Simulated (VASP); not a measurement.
# AlNi (R3m) in VASP: notebook

The runs below take AlNi through single point, with PBEsol.

All numbers are computed with VASP 6.6.1; they aren't measurements. Logs are shortened: lines on timing, memory, paths and dates and some standing lists are left out, and cuts for length are marked.

### Step 1. The cell of the first run

The structure is trigonal, space group R3m (No. 160). Conventional cell: a = 4.048 Å, b = 4.048 Å, c = 4.957 Å, α = 90.00°, β = 90.00°, γ = 120.00°. Al (site symmetry 3m) has 4 Ni at 1.98 to 2.36 Å within 2.6 Å. Ni (site symmetry 3m) has 4 Al at 1.98 to 2.36 Å within 2.6 Å.

### Step 2. Single point, PBEsol

Input file INCAR:

```
SYSTEM = AlNi
PREC = Accurate
ENCUT = 520
EDIFF = 1E-7
ISMEAR = 0
SIGMA = 0.15
LREAL = .FALSE.
LASPH = .TRUE.
NELM = 80
ALGO = Fast
ISIF = 2
LWAVE = .FALSE.
LCHARG = .TRUE.
GGA = PS
LELF = .TRUE.
LVHAR = .TRUE.
NBANDS = 14
```

Input file KPOINTS:

```
regular mesh
0
G
  20 20 20
  0 0 0
```

Input file POSCAR:

```
AlNi
1.0
    2.8621655516      0.0000000000      0.0000000000
    0.0000000000      2.8621655516      0.0000000000
    0.0000000000      0.0000000000      2.8621655516
Al Ni
1 1
Direct
    0.0000000000      0.0000000000      0.0000000000
    0.6008589927      0.6008589927      0.6008589927
```

Potentials or basis: VASP PAW PBE potentials, release 64 (Al, Ni).

The run is started by

```
$ cat potpaw_PBE.64/Al/POTCAR potpaw_PBE.64/Ni/POTCAR > POTCAR
$ mpirun -np 1 vasp_std > vasp.out
```

OUTCAR:

```text
SYSTEM = AlNi
   PREC = Accurate
   ENCUT = 520
   EDIFF = 1E-7
   ISMEAR = 0
   LREAL = .FALSE.
   LASPH = .TRUE.
   NELM = 80
   ISIF = 2
   GGA = PS

 ion  position               nearest neighbor table
   1  0.000  0.000  0.000-   2 1.98   2 2.36   2 2.36   2 2.36   2 2.69   2 2.69   2 2.69   2 2.98

   2  0.601  0.601  0.601-   1 1.98   1 2.36   1 2.36   1 2.36   1 2.69   1 2.69   1 2.69   1 2.98

  LATTYP: Found a simple cubic cell.
 ALAT       =     2.8621655516

  Lattice vectors:

 A1 = (   2.8621655516,   0.0000000000,   0.0000000000)
 A2 = (   0.0000000000,   2.8621655516,   0.0000000000)
 A3 = (   0.0000000000,   0.0000000000,   2.8621655516)

Analysis of symmetry for initial positions (statically):
=====================================================================
 Subroutine PRICEL returns:
 Original cell was already a primitive cell.

 Routine SETGRP: Setting up the symmetry group for a
 simple cubic supercell.

 Subroutine GETGRP returns: Found  6 space group operations
 (whereof  6 operations were pure point group operations)
 out of a pool of 48 trial point group operations.

The static configuration has the point symmetry C_3v.

Analysis of symmetry for dynamics (positions and initial velocities):
=====================================================================
 Subroutine PRICEL returns:
 Original cell was already a primitive cell.

 Routine SETGRP: Setting up the symmetry group for a
 simple cubic supercell.

 Subroutine GETGRP returns: Found  6 space group operations
 (whereof  6 operations were pure point group operations)
 out of a pool of 48 trial point group operations.

The dynamic configuration has the point symmetry C_3v.

 Subroutine INISYM returns: Found  6 space group operations
 (whereof  6 operations are pure point group operations),
 and found     1 'primitive' translations

----------------------------------------------------------------------------------------

                                     Primitive cell

  volume of cell :      23.4468

  direct lattice vectors                    reciprocal lattice vectors
     2.862165552  0.000000000  0.000000000     0.349385800  0.000000000  0.000000000
     0.000000000  2.862165552  0.000000000     0.000000000  0.349385800  0.000000000
     0.000000000  0.000000000  2.862165552     0.000000000  0.000000000  0.349385800

  length of vectors
     2.862165552  2.862165552  2.862165552     0.349385800  0.349385800  0.349385800

[... 90 lines left out ...]
   PSTRESS=    0.0 pullay stress
   NELECT =      13.0000    total number of electrons
   NUPDOWN=      -1.0000    fix difference up-down
   EMIN   =  10.00;   EMAX   =-10.00  energy-range for DOS
   EFERMI =   0.00;   METHOD = LEGACY
   ISMEAR =     0;   SIGMA  =   0.15  broadening in eV -4-tet -1-fermi 0-gaus
   EFERMI_NEDOS =   21; number of points for ismear=-14 and -15
   IALGO  =     68    algorithm
   IMIX   =      4    mixing-type and parameters
     AMIX     =   0.40;   BMIX     =  1.00
     AMIX_MAG =   1.60;   BMIX_MAG =  1.00
  volume/ion in A,a.u.               =      11.72        79.11
  Fermi-wavevector in a.u.,A,eV,Ry     =   1.344914  2.541519 24.610134  1.808794
  Thomas-Fermi vector in A             =   2.472869
   LORBIT       =      0    0 simple, 1 ext, 2 COOP (PROOUT), +10 PAW based schemes
   GGA     = PS    functional components
   LHFCALC =     F    Hartree Fock is set to
   AEXX    =    0.0000 exact exchange contribution
   IVDW    =     0    specifies the selected vdW correction
   LEPSILON=     F    determine dielectric tensor
   LRPA    =     F    only Hartree local field effects (RPA)
 non-spin polarized calculation
 RMM-DIIS sequential band-by-band and
 Gauss-broadening in eV      SIGMA  =   0.15
  energy-cutoff  :      520.00
  volume of cell :       23.45
 maximum number of plane-waves:       655
 NGX is ok and might be reduce to    24
   NGX = 11   NGY = 11   NGZ = 11

 number of electron      13.0000005 magnetization

 Free energy of the ion-electron system (eV)
  ---------------------------------------------------
  ext. energy  EPLUGINS =         0.00000000
  ---------------------------------------------------
  free energy    TOTEN  =       -10.56431448 eV

  energy without entropy =      -10.55564107  energy(sigma->0) =      -10.55997777

 E-fermi :  10.0787     XC(G=0): -12.1960

 val. band max:       10.0764099451   @ k =  -0.2500   0.4000   0.2000
 cond. band min:      10.0789749667   @ k =   0.4000   0.2500   0.2000
 fundamental gap:      0.0025650216
 Fermi energy:        10.0787254977

 k-point     1 :       0.0000    0.0000    0.0000
  band No.  band energies     occupation
      1      -1.0782      2.00000
      2       6.5101      2.00000
      3       6.5101      2.00000
      4       8.0793      2.00000
      5       8.4292      2.00000
      6       8.4292      2.00000
      7      15.6384      0.00000
      8      15.6384      0.00000
      9      16.3585      0.00000
     10      18.7029      0.00000
     11      18.7029      0.00000
     12      22.8628      0.00000
     13      30.1993      0.00000
     14      30.1993      0.00000
[... 377 lines left out ...]
      1       1.1676      2.00000
      2       5.4250      2.00000
      3       6.8522      2.00000
      4       7.6474      2.00000
      5       7.8137      2.00000
      6       8.3914      2.00000
      7       9.7889      1.99372
      8      17.4990      0.00000
      9      18.6989      0.00000
     10      19.5549      0.00000
     11      21.8091      0.00000
     12      23.5332      0.00000
     13      24.7841      0.00000
     14      26.7403      0.00000

 [... further k-points ...]

------------------------ aborting loop because EDIFF is reached ----------------------------------------

  FORCE on cell =-STRESS in cart. coord.  units (eV):
  Direction    XX          YY          ZZ          XY          YZ          ZX
  --------------------------------------------------------------------------------------
  -------------------------------------------------------------------------------------
  Total        2.8774439      2.8774439      2.8774439      2.2685774      2.2685774      2.2685774
  in kB      196.6224905    196.6224905    196.6224905    155.0172127    155.0172127    155.0172127
  external PRESSURE =     196.6224905 kB  Pullay stress =       0.0000000 kB

 VOLUME and BASIS-vectors are now :
 -----------------------------------------------------------------------------
  energy-cutoff  :      520.00
  volume of cell :       23.45
      direct lattice vectors                 reciprocal lattice vectors
     2.862165552  0.000000000  0.000000000     0.349385800  0.000000000  0.000000000
     0.000000000  2.862165552  0.000000000     0.000000000  0.349385800  0.000000000
     0.000000000  0.000000000  2.862165552     0.000000000  0.000000000  0.349385800

 POSITION                                       TOTAL-FORCE (eV/Angst)
 -----------------------------------------------------------------------------------
      0.00000      0.00000      0.00000         2.994260      2.994260      2.994260
      1.71976      1.71976      1.71976        -2.994260     -2.994260     -2.994260
 -----------------------------------------------------------------------------------
    total drift:                                0.000384      0.000384      0.000371

  FREE ENERGIE OF THE ION-ELECTRON SYSTEM (eV)
  ---------------------------------------------------
  free  energy   TOTEN  =       -10.5643144782 eV

  energy  without entropy=      -10.5556410691  energy(sigma->0) =      -10.55997777
```

OSZICAR:

```text
N       E                     dE             d eps       ncg     rms          rms(c)
DAV:   1     0.429488166444E+02    0.42949E+02   -0.53841E+03 22066   0.987E+02
DAV:   2    -0.100706943870E+02   -0.53020E+02   -0.48117E+02 23380   0.185E+02
DAV:   3    -0.120007276122E+02   -0.19300E+01   -0.19133E+01 28000   0.389E+01
DAV:   4    -0.120273177628E+02   -0.26590E-01   -0.26584E-01 25526   0.419E+00
DAV:   5    -0.120280998207E+02   -0.78206E-03   -0.78204E-03 28508   0.777E-01    0.120E+01
RMM:   6    -0.132551411958E+02   -0.12270E+01   -0.12337E+01 26591   0.437E+01    0.140E+01
RMM:   7    -0.105946829160E+02    0.26605E+01   -0.35369E+00 24764   0.234E+01    0.169E+00
RMM:   8    -0.105728984148E+02    0.21785E-01   -0.69231E-02 24740   0.225E+00    0.712E-01
RMM:   9    -0.105653612659E+02    0.75371E-02   -0.19678E-02 26699   0.845E-01    0.327E-01
RMM:  10    -0.105646035529E+02    0.75771E-03   -0.49179E-03 28295   0.794E-01    0.188E-01
RMM:  11    -0.105642944249E+02    0.30913E-03   -0.88719E-04 29418   0.363E-01    0.706E-02
RMM:  12    -0.105643640130E+02   -0.69588E-04   -0.34703E-04 30278   0.185E-01    0.796E-02
RMM:  13    -0.105643099122E+02    0.54101E-04   -0.12155E-04 28026   0.129E-01    0.739E-03
RMM:  14    -0.105643141150E+02   -0.42028E-05   -0.50450E-05 29483   0.484E-02    0.115E-02
RMM:  15    -0.105643150901E+02   -0.97512E-06   -0.71947E-06 33542   0.178E-02    0.172E-02
RMM:  16    -0.105643148085E+02    0.28160E-06   -0.82418E-07 26537   0.745E-03    0.151E-02
RMM:  17    -0.105643144745E+02    0.33407E-06   -0.27950E-07 18984   0.539E-03    0.796E-03
RMM:  18    -0.105643144782E+02   -0.37373E-08   -0.10438E-07 14291   0.222E-03
   1 F= -.10564314E+02 E0= -.10559978E+02  d E =-.867341E-02
```

Run time: 2 min. Hardware: 1 thread of Intel Xeon 6975P-C (Granite Rapids), shared host; peak memory 0.36 GiB.

Results:

```yaml
Free_energy: -10.5643 eV
Pressure: 19.7 GPa
Largest_force: 5.186 eV/Å
```

Forces on the atoms (eV/Å):
```
Al   2.994  2.994  2.994
Ni  -2.994 -2.994 -2.994
```

Levels at points of the mesh, in eV from the Fermi level:
```tsv
k point	band 3	band 4	band 5	band 6	band 7	band 8	band 9	band 10
(0.00, 0.00, 0.00)	-3.57	-2.00	-1.65	-1.65	5.56	5.56	6.28	8.62
(0.50, 0.00, 0.00)	-3.15	-2.53	-2.39	-1.67	-0.78	8.77	10.15	10.17
(0.50, 0.50, 0.00)	-3.06	-2.66	-2.08	-1.97	-1.18	1.42	2.47	13.02
(0.50, 0.50, 0.50)	-4.21	-1.16	-1.16	1.50	1.82	1.82	3.51	4.84
```

Caveat: the cell differs from its parent crystal (all Ni atoms moved -0.500 Å, as atom 2 towards its neighbour atom 1 (Al) at 2.479 Å); the PAW data sets were made with another functional, which shifts forces and pressure a little. Spin polarisation is off, so any magnetic state and its effect on volume and gap are missing.

### Step 3. Single point, PBEsol

Input file INCAR:

```
SYSTEM = AlNi
PREC = Accurate
ENCUT = 520
EDIFF = 1E-6
ISMEAR = 0
SIGMA = 0.15
LREAL = .FALSE.
LASPH = .TRUE.
NELM = 80
ALGO = Fast
ISIF = 2
LWAVE = .FALSE.
LCHARG = .FALSE.
GGA = PS
NBANDS = 14
```

KPOINTS is that of step 2.

Edit POSCAR of step 2 so:

```diff
@@ -9,2 +9,2 @@
     0.0000000000      0.0000000000      0.0000000000
-    0.6008589927      0.6008589927      0.6008589927
+    0.4243557554      0.4243557554      0.4243557554
```

Potentials or basis: VASP PAW PBE potentials, release 64 (Al, Ni).

The run is started by

```
$ cat potpaw_PBE.64/Al/POTCAR potpaw_PBE.64/Ni/POTCAR > POTCAR
$ mpirun -np 1 vasp_std > vasp.out
```

OUTCAR:

```text
SYSTEM = AlNi
   PREC = Accurate
   ENCUT = 520
   EDIFF = 1E-6
   ISMEAR = 0
   LREAL = .FALSE.
   LASPH = .TRUE.
   NELM = 80
   ISIF = 2
   GGA = PS

 ion  position               nearest neighbor table
   1  0.000  0.000  0.000-   2 2.10   2 2.38   2 2.38   2 2.38   2 2.63   2 2.63   2 2.63   2 2.85

   2  0.424  0.424  0.424-   1 2.10   1 2.38   1 2.38   1 2.38   1 2.63   1 2.63   1 2.63   1 2.85

  LATTYP: Found a simple cubic cell.
 ALAT       =     2.8621655516

  Lattice vectors:

 A1 = (   2.8621655516,   0.0000000000,   0.0000000000)
 A2 = (   0.0000000000,   2.8621655516,   0.0000000000)
 A3 = (   0.0000000000,   0.0000000000,   2.8621655516)

Analysis of symmetry for initial positions (statically):
=====================================================================
 Subroutine PRICEL returns:
 Original cell was already a primitive cell.

 Routine SETGRP: Setting up the symmetry group for a
 simple cubic supercell.

 Subroutine GETGRP returns: Found  6 space group operations
 (whereof  6 operations were pure point group operations)
 out of a pool of 48 trial point group operations.

[... 178 lines left out ...]
      6       8.4970      2.00000
      7      15.6755      0.00000
      8      15.6755      0.00000
      9      16.0721      0.00000
     10      18.5665      0.00000
     11      18.5665      0.00000
     12      23.3723      0.00000
     13      30.4669      0.00000
     14      30.4674      0.00000
[... 377 lines left out ...]
      1       1.1539      2.00000
      2       5.4636      2.00000
      3       7.0131      2.00000
      4       7.7934      2.00000
      5       7.8902      2.00000
      6       8.4877      2.00000
      7       9.8403      1.98907
      8      17.4686      0.00000
      9      18.5714      0.00000
     10      19.3723      0.00000
     11      22.1582      0.00000
     12      23.5188      0.00000
     13      24.5292      0.00000
     14      26.8233      0.00000

 [... further k-points ...]

------------------------ aborting loop because EDIFF is reached ----------------------------------------

  FORCE on cell =-STRESS in cart. coord.  units (eV):
  Direction    XX          YY          ZZ          XY          YZ          ZX
  --------------------------------------------------------------------------------------
  -------------------------------------------------------------------------------------
  Total        1.6052014      1.6052014      1.6052014      1.1786408      1.1786408      1.1786408
  in kB      109.6871798    109.6871798    109.6871798     80.5392922     80.5392922     80.5392922
  external PRESSURE =     109.6871798 kB  Pullay stress =       0.0000000 kB

 VOLUME and BASIS-vectors are now :
 -----------------------------------------------------------------------------
  energy-cutoff  :      520.00
  volume of cell :       23.45
      direct lattice vectors                 reciprocal lattice vectors
     2.862165552  0.000000000  0.000000000     0.349385800  0.000000000  0.000000000
     0.000000000  2.862165552  0.000000000     0.000000000  0.349385800  0.000000000
     0.000000000  0.000000000  2.862165552     0.000000000  0.000000000  0.349385800

 POSITION                                       TOTAL-FORCE (eV/Angst)
 -----------------------------------------------------------------------------------
      0.00000      0.00000      0.00000        -1.822774     -1.822774     -1.822774
      1.21458      1.21458      1.21458         1.822774      1.822774      1.822774
 -----------------------------------------------------------------------------------
    total drift:                               -0.000026     -0.000026     -0.000016

  FREE ENERGIE OF THE ION-ELECTRON SYSTEM (eV)
  ---------------------------------------------------
  free  energy   TOTEN  =       -11.0771279266 eV

  energy  without entropy=      -11.0680103198  energy(sigma->0) =      -11.07256912
```

stdout:

```text
POSCAR found type information on POSCAR AlNi
 POSCAR found :  2 types and       2 ions
 scaLAPACK will be used
 -----------------------------------------------------------------------------
|                                                                             |
|                                                                             |
|     You enforced a specific xc type in the INCAR file but a different       |
|     I HOPE YOU KNOW WHAT YOU ARE DOING!                                     |
|                                                                             |
 -----------------------------------------------------------------------------

 LDA part: xc-table for (Slater+PW92), standard interpolation
 POSCAR, INCAR and KPOINTS ok, starting setup
 FFT: planning ... GRIDC
 FFT: planning ... GRID_SOFT
 FFT: planning ... GRID
 WAVECAR not read
 entering main loop
WARNING in EDDRMM: call to ZHEGV failed, returncode =   6  3     14
WARNING in EDDRMM: call to ZHEGV failed, returncode =   8  4     13
```

Run time: 96 s. Hardware: 1 thread of Intel Xeon 6975P-C (Granite Rapids), shared host; peak memory 0.36 GiB.

Results:

- Free energy: -11.0771 eV
- Pressure: 11.0 GPa
- Largest force: 3.157 eV/Å

Forces on the atoms (eV/Å):
```
Al  -1.823 -1.823 -1.823
Ni   1.823  1.823  1.823
```

Levels at points of the mesh, in eV from the Fermi level:
```
           k point  band 2  band 3  band 4  band 5  band 6  band 7  band 8  band 9  band 10  band 11
(0.00, 0.00, 0.00)   -3.46   -3.46   -1.82   -1.61   -1.61    5.57    5.57    5.96     8.46     8.46
(0.50, 0.00, 0.00)   -6.64   -3.01   -2.42   -2.35   -1.60   -0.72    8.60   10.13    10.17    10.96
(0.50, 0.50, 0.00)   -3.79   -3.01   -2.70   -2.12   -2.03   -1.12    1.46    2.50    12.84    14.37
(0.50, 0.50, 0.50)   -4.20   -4.20   -1.09   -1.09    1.68    1.88    1.88    3.46     4.72     4.72
```

Caveat: the cell differs from its parent crystal (all Ni atoms moved +0.375 Å, as atom 2 towards its neighbour atom 1 (Al) at 2.479 Å); the PAW data sets were made with another functional, which shifts forces and pressure a little.

### Step 4. Single point, PBEsol

Input file INCAR:

```
PREC = Accurate
ENCUT = 520
EDIFF = 1E-7
ISMEAR = 0
SIGMA = 0.15
LREAL = F
LASPH = T
NELM = 60
ALGO = Fast
ISIF = 2
LWAVE = F
LCHARG = F
GGA = PS
NBANDS = 14
```

Input file KPOINTS:

```
Automatic mesh
0
Gamma
  20 20 20
```

Edit POSCAR of step 3 so:

```diff
@@ -9,2 +9,2 @@
     0.0000000000      0.0000000000      0.0000000000
-    0.4243557554      0.4243557554      0.4243557554
+    0.5504294964      0.5504294964      0.5504294964
```

The run is started by

```
$ cat potpaw_PBE.64/Al/POTCAR potpaw_PBE.64/Ni/POTCAR > POTCAR
$ mpirun -np 1 vasp_std > vasp.out
```

It took 2.1 min on 1 thread of Intel Xeon 6975P-C (Granite Rapids), shared host; peak memory 0.36 GiB.

The run converged. Its results:

| Quantity | Value |
| --- | --- |
| Free energy | -11.3811 eV |
| Pressure | 4.6 GPa |
| Largest force | 1.792 eV/Å |

Forces in eV/Å, atoms in the order of the input:
```
Al   1.034  1.034  1.034
Ni  -1.034 -1.034 -1.034
```

Stress tensor (GPa, compression positive):
```
4.64 3.37 3.37
3.37 4.64 3.37
3.37 3.37 4.64
```

Levels at points of the mesh, in eV from the Fermi level:
| k point | band 3 | band 4 | band 5 | band 6 | band 7 | band 8 | band 9 | band 10 |
| --- | --- | --- | --- | --- | --- | --- | --- | --- |
| (0.00, 0.00, 0.00) | -3.39 | -1.69 | -1.59 | -1.59 | 5.57 | 5.57 | 5.75 | 8.32 |
| (0.50, 0.00, 0.00) | -2.91 | -2.35 | -2.32 | -1.54 | -0.68 | 8.45 | 10.11 | 10.14 |
| (0.50, 0.50, 0.00) | -2.97 | -2.78 | -2.13 | -2.08 | -1.07 | 1.49 | 2.55 | 12.67 |
| (0.50, 0.50, 0.50) | -4.19 | -1.04 | -1.04 | 1.84 | 1.93 | 1.93 | 3.53 | 4.64 |

Caveat: the cell differs from its parent crystal (all Ni atoms moved -0.250 Å, as atom 2 towards its neighbour atom 1 (Al) at 2.479 Å); the PAW data sets were made with another functional, which shifts forces and pressure a little.

(Continued in part 2 of 2.)
